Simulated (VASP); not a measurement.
# BaRu3 (Pm-3m) in VASP: notebook

The runs below take BaRu3 through single point, with PBEsol.

Program: VASP 6.6.1. These are calculated values, not measurements. Logs are shortened: lines on timing, memory, paths and dates and some standing lists are left out, and cuts for length are marked.

## (1) The cell of the first run

It takes space group Pm-3m (No. 221, cubic). Conventional cell: a = 4.014 Å, b = 4.014 Å, c = 4.014 Å, α = 90.00°, β = 90.00°, γ = 90.00°. Ba (site symmetry m-3m) has 12 Ru at 2.84 Å within 3.7 Å. Ru (site symmetry 4/mmm) has 4 Ba at 2.84 Å and 8 Ru at 2.84 Å within 3.7 Å.

## (2) Single point, PBEsol (16.17 Å³/atom)

INCAR

```
PREC = Accurate
ENCUT = 520
EDIFF = 1E-7
ISMEAR = 0
SIGMA = 0.05
LREAL = False
LASPH = True
NELM = 60
ALGO = Fast
ISIF = 2
LWAVE = False
LCHARG = False
GGA = PS
NBANDS = 34
```

KPOINTS

```
Automatic mesh
0
Gamma
  8 8 8
```

POSCAR

```
BaRu3
1.0
    4.0139410125      0.0000000000      0.0000000000
    0.0000000000      4.0139410125      0.0000000000
    0.0000000000      0.0000000000      4.0139410125
Ba Ru
1 3
Direct
    0.0000000000      0.0000000000      0.0000000000
    0.0000000000      0.5000000000      0.5000000000
    0.5000000000      0.5000000000      0.0000000000
    0.5000000000      0.0000000000      0.5000000000
```

Potentials or basis: VASP PAW PBE potentials, release 64 (Ba_sv, Ru_pv).

Run with:

```sh
$ cat potpaw_PBE.64/Ba_sv/POTCAR potpaw_PBE.64/Ru_pv/POTCAR > POTCAR
$ mpirun -np 1 vasp_std > vasp.out
```

OUTCAR:

```text
PREC = Accurate
   ENCUT = 520
   EDIFF = 1E-7
   ISMEAR = 0
   LREAL = False
   LASPH = True
   NELM = 60
   ISIF = 2
   GGA = PS

 ion  position               nearest neighbor table
   1  0.000  0.000  0.000-   2 2.84   3 2.84   4 2.84   2 2.84   4 2.84   2 2.84   3 2.84   2 2.84
                             3 2.84   4 2.84   4 2.84   3 2.84
   2  0.000  0.500  0.500-   1 2.84   3 2.84   4 2.84   1 2.84   3 2.84   1 2.84   4 2.84   1 2.84
                             3 2.84   4 2.84   3 2.84   4 2.84
   3  0.500  0.500  0.000-   1 2.84   2 2.84   4 2.84   2 2.84   4 2.84   1 2.84   4 2.84   4 2.84
                             1 2.84   2 2.84   2 2.84   1 2.84
   4  0.500  0.000  0.500-   1 2.84   2 2.84   3 2.84   1 2.84   3 2.84   2 2.84   3 2.84   3 2.84
                             1 2.84   2 2.84   1 2.84   2 2.84

  LATTYP: Found a simple cubic cell.
 ALAT       =     4.0139410125

  Lattice vectors:

 A1 = (   4.0139410125,   0.0000000000,   0.0000000000)
 A2 = (   0.0000000000,   4.0139410125,   0.0000000000)
 A3 = (   0.0000000000,   0.0000000000,   4.0139410125)

Analysis of symmetry for initial positions (statically):
=====================================================================
 Subroutine PRICEL returns:
 Original cell was already a primitive cell.

 Routine SETGRP: Setting up the symmetry group for a
 simple cubic supercell.

 Subroutine GETGRP returns: Found 48 space group operations
 (whereof 48 operations were pure point group operations)
 out of a pool of 48 trial point group operations.

The static configuration has the point symmetry O_h .

Analysis of symmetry for dynamics (positions and initial velocities):
=====================================================================
 Subroutine PRICEL returns:
 Original cell was already a primitive cell.

 Routine SETGRP: Setting up the symmetry group for a
 simple cubic supercell.

 Subroutine GETGRP returns: Found 48 space group operations
 (whereof 48 operations were pure point group operations)
 out of a pool of 48 trial point group operations.

The dynamic configuration has the point symmetry O_h .

 Subroutine INISYM returns: Found 48 space group operations
 (whereof 48 operations are pure point group operations),
 and found     1 'primitive' translations

----------------------------------------------------------------------------------------

                                     Primitive cell

  volume of cell :      64.6715

  direct lattice vectors                    reciprocal lattice vectors
     4.013941013  0.000000000  0.000000000     0.249131713  0.000000000  0.000000000
     0.000000000  4.013941013  0.000000000     0.000000000  0.249131713  0.000000000
     0.000000000  0.000000000  4.013941013     0.000000000  0.000000000  0.249131713

  length of vectors
     4.013941013  4.013941013  4.013941013     0.249131713  0.249131713  0.249131713

  position of ions in fractional coordinates (direct lattice)
     0.000000000  0.000000000  0.000000000
     0.000000000  0.500000000  0.500000000
     0.500000000  0.500000000  0.000000000
     0.500000000  0.000000000  0.500000000

  ion indices of the primitive-cell ions
   primitive index   ion index
                 1           1
                 2           2
                 3           3
                 4           4

----------------------------------------------------------------------------------------

 KPOINTS: Automatic mesh

Automatic generation of k-mesh.
 Grid dimensions read from file:
 generate k-points for:    8    8    8

 Generating k-lattice:

  Cartesian coordinates                     Fractional coordinates (reciprocal lattice)
     0.031141464  0.000000000  0.000000000     0.125000000  0.000000000  0.000000000
     0.000000000  0.031141464  0.000000000     0.000000000  0.125000000  0.000000000
     0.000000000  0.000000000  0.031141464     0.000000000  0.000000000  0.125000000

  Length of vectors
     0.031141464  0.031141464  0.031141464

  Shift w.r.t. Gamma in fractional coordinates (k-lattice)
     0.000000000  0.000000000  0.000000000

 Subroutine IBZKPT returns following result:
 ===========================================

 Found     35 irreducible k-points:

 Following reciprocal coordinates:
            Coordinates               Weight
  0.000000  0.000000  0.000000      1.000000
  0.125000  0.000000  0.000000      6.000000
  0.250000  0.000000  0.000000      6.000000
  0.375000  0.000000  0.000000      6.000000
  0.500000  0.000000  0.000000      3.000000
  0.125000  0.125000  0.000000     12.000000
[... 16 lines left out ...]
  0.375000  0.375000  0.125000     24.000000
  0.500000  0.375000  0.125000     24.000000
 [... further k-points ...]
   k-points           NKPTS =     35   k-points in BZ     NKDIM =     35   number of bands    NBANDS=     34
   number of dos      NEDOS =    301   number of ions     NIONS =      4
   total plane-waves  NPLWV =  27000
   dimension x,y,z NGX =    30 NGY =   30 NGZ =   30
   dimension x,y,z NGXF=    60 NGYF=   60 NGZF=   60
   ions per type =               1   3
   NGX,Y,Z   is equivalent  to a cutoff of  12.43, 12.43, 12.43 a.u.
   NGXF,Y,Z  is equivalent  to a cutoff of  24.85, 24.85, 24.85 a.u.
 SYSTEM =  unknown system
   PREC   = accura    normal or accurate (medium, high low for compatibility)
   ISTART =      0    job   : 0-new  1-cont  2-samecut
   ICHARG =      2    charge: 1-file 2-atom 10-const
   ISPIN  =      1    spin polarized calculation?
   LNONCOLLINEAR =      F non collinear calculations
   LSORBIT =      F    spin-orbit coupling
   LASPH  =      T    aspherical Exc in radial PAW
   ENCUT  =  520.0 eV  38.22 Ry    6.18 a.u.   7.46  7.46  7.46*2*pi/ulx,y,z
   NELM   =     60;   NELMIN=  2; NELMDL= -5     # of ELM steps
   EDIFF  = 0.1E-06   stopping-criterion for ELM
   LREAL  =      F    real-space projection
   EDIFFG = 0.1E-05   stopping-criterion for IOM
   NSW    =      0    number of steps for IOM
   IBRION =     -1    ionic relax: 0-MD 1-quasi-New 2-CG
   NFREE  =      0    steps in history (QN), initial steepest desc. (CG)
   ISIF   =      2    stress and relaxation
   ISYM   =      2    0-nonsym 1-usesym 2-fastsym
   POTIM  = 0.5000    time-step for ionic-motion
   TEBEG  =    0.0;   TEEND  =   0.0 temperature during run
   PSTRESS=    0.0 pullay stress
   NELECT =      52.0000    total number of electrons
   NUPDOWN=      -1.0000    fix difference up-down
   EMIN   =  10.00;   EMAX   =-10.00  energy-range for DOS
   EFERMI =   0.00;   METHOD = LEGACY
   ISMEAR =     0;   SIGMA  =   0.05  broadening in eV -4-tet -1-fermi 0-gaus
   EFERMI_NEDOS =   21; number of points for ismear=-14 and -15
   IALGO  =     68    algorithm
   IMIX   =      4    mixing-type and parameters
     AMIX     =   0.40;   BMIX     =  1.00
     AMIX_MAG =   1.60;   BMIX_MAG =  1.00
  volume/ion in A,a.u.               =      16.17       109.11
  Fermi-wavevector in a.u.,A,eV,Ry     =   1.522317  2.876761 31.530789  2.317448
  Thomas-Fermi vector in A             =   2.630912
   LORBIT       =      0    0 simple, 1 ext, 2 COOP (PROOUT), +10 PAW based schemes
   GGA     = PS    functional components
   LHFCALC =     F    Hartree Fock is set to
   AEXX    =    0.0000 exact exchange contribution
   IVDW    =     0    specifies the selected vdW correction
   LEPSILON=     F    determine dielectric tensor
   LRPA    =     F    only Hartree local field effects (RPA)
 non-spin polarized calculation
 RMM-DIIS sequential band-by-band and
 Gauss-broadening in eV      SIGMA  =   0.05
  energy-cutoff  :      520.00
  volume of cell :       64.67
 maximum number of plane-waves:      1763
 NGX is ok and might be reduce to    30
   NGX = 15   NGY = 15   NGZ = 15

 number of electron      52.0000018 magnetization

 Free energy of the ion-electron system (eV)
  ---------------------------------------------------
  ext. energy  EPLUGINS =         0.00000000
  ---------------------------------------------------
  free energy    TOTEN  =       -26.73571930 eV

  energy without entropy =      -26.72550990  energy(sigma->0) =      -26.73061460

 E-fermi :   9.4795     XC(G=0): -13.2137

 val. band max:        9.4709052863   @ k =   0.3750   0.3750   0.1250
 cond. band min:       9.4957490512   @ k =   0.2500   0.0000   0.0000
 fundamental gap:      0.0248437649
 Fermi energy:         9.4795042747

 k-point     1 :       0.0000    0.0000    0.0000
  band No.  band energies     occupation
      1     -32.8208      2.00000
      2     -32.8208      2.00000
      3     -32.8208      2.00000
      4     -32.5052      2.00000
      5     -32.5052      2.00000
      6     -32.5052      2.00000
[... 26 lines left out ...]
     33      15.8673      0.00000
     34      15.8673      0.00000

 k-point     2 :       0.1250    0.0000    0.0000
  band No.  band energies     occupation
      1     -32.8119      2.00000
      2     -32.8119      2.00000
      3     -32.8067      2.00000
      4     -32.5081      2.00000
      5     -32.5081      2.00000
      6     -32.5062      2.00000
[... 26 lines left out ...]
     33      15.6673      0.00000
     34      16.6490      0.00000

 k-point     3 :       0.2500    0.0000    0.0000
  band No.  band energies     occupation
      1     -32.7882      2.00000
      2     -32.7882      2.00000
      3     -32.7658      2.00000
      4     -32.5181      2.00000
      5     -32.5181      2.00000
      6     -32.5089      2.00000
[... 26 lines left out ...]
     33      15.1963      0.00000
     34      17.1168      0.00000
[... 704 lines left out ...]
 k-point    23 :       0.3750    0.3750    0.1250
  band No.  band energies     occupation
      1     -32.8527      2.00000
      2     -32.7138      2.00000
      3     -32.6472      2.00000
      4     -32.6244      2.00000
      5     -32.5828      2.00000
      6     -32.5139      2.00000
[... 26 lines left out ...]
     33      14.8780      0.00000
     34      14.9756      0.00000

 k-point    24 :       0.5000    0.3750    0.1250
  band No.  band energies     occupation
      1     -32.8556      2.00000
      2     -32.7301      2.00000
      3     -32.6330      2.00000
      4     -32.6197      2.00000
      5     -32.5963      2.00000
      6     -32.4883      2.00000
[... 26 lines left out ...]
     33      15.0072      0.00000
     34      15.0155      0.00000

 [... further k-points ...]
[... 5 lines left out ...]
  --------------------------------------------------------------------------------------
  -------------------------------------------------------------------------------------
  Total        5.3098792      5.3098792      5.3098792     -0.0000000      0.0000000     -0.0000000
  in kB      131.5473979    131.5473979    131.5473979     -0.0000000      0.0000000     -0.0000000
  external PRESSURE =     131.5473979 kB  Pullay stress =       0.0000000 kB

 VOLUME and BASIS-vectors are now :
 -----------------------------------------------------------------------------
  energy-cutoff  :      520.00
  volume of cell :       64.67
      direct lattice vectors                 reciprocal lattice vectors
     4.013941013  0.000000000  0.000000000     0.249131713  0.000000000  0.000000000
     0.000000000  4.013941013  0.000000000     0.000000000  0.249131713  0.000000000
     0.000000000  0.000000000  4.013941013     0.000000000  0.000000000  0.249131713

 POSITION                                       TOTAL-FORCE (eV/Angst)
 -----------------------------------------------------------------------------------
      0.00000      0.00000      0.00000         0.000000      0.000000      0.000000
      0.00000      2.00697      2.00697         0.000000      0.000000      0.000000
      2.00697      2.00697      0.00000         0.000000      0.000000      0.000000
      2.00697      0.00000      2.00697         0.000000      0.000000      0.000000
 -----------------------------------------------------------------------------------
    total drift:                                0.000000      0.000000     -0.000000

  FREE ENERGIE OF THE ION-ELECTRON SYSTEM (eV)
  ---------------------------------------------------
  free  energy   TOTEN  =       -26.7357193026 eV

  energy  without entropy=      -26.7255099011  energy(sigma->0) =      -26.73061460
```

Wall time 1.8 min (1 thread of Intel Xeon 8259CL, shared host); peak memory 0.21 GiB.

What came out:

- Free energy: -26.7357 eV
- Pressure: 13.2 GPa
- Band gap on the k mesh: zero (bands 26 and 27 overlap by 1.70 eV)

Levels at points of the mesh, in eV from the Fermi level:
```csv
k point,band 22,band 23,band 24,band 25,band 26,band 27,band 28,band 29,band 30,band 31
"(0.00, 0.00, 0.00)",-1.27,-1.27,0.51,0.51,1.50,1.99,1.99,1.99,5.46,5.46
"(0.50, 0.00, 0.00)",-1.51,-1.51,-0.48,-0.46,0.05,0.05,0.73,1.29,1.99,3.77
"(0.50, 0.50, 0.00)",-1.10,-1.10,-0.98,-0.18,-0.10,-0.02,0.11,0.11,0.37,5.07
"(0.50, 0.50, 0.50)",-1.33,-1.33,-0.73,-0.73,0.64,1.56,1.56,1.56,5.07,5.07
```

Caveat: the cell stands under pressure; the PAW data sets were made with another functional, which shifts forces and pressure a little; spin-orbit coupling is left out, which moves the levels of the heavy elements.

(Part 1 of 2 ends here.)
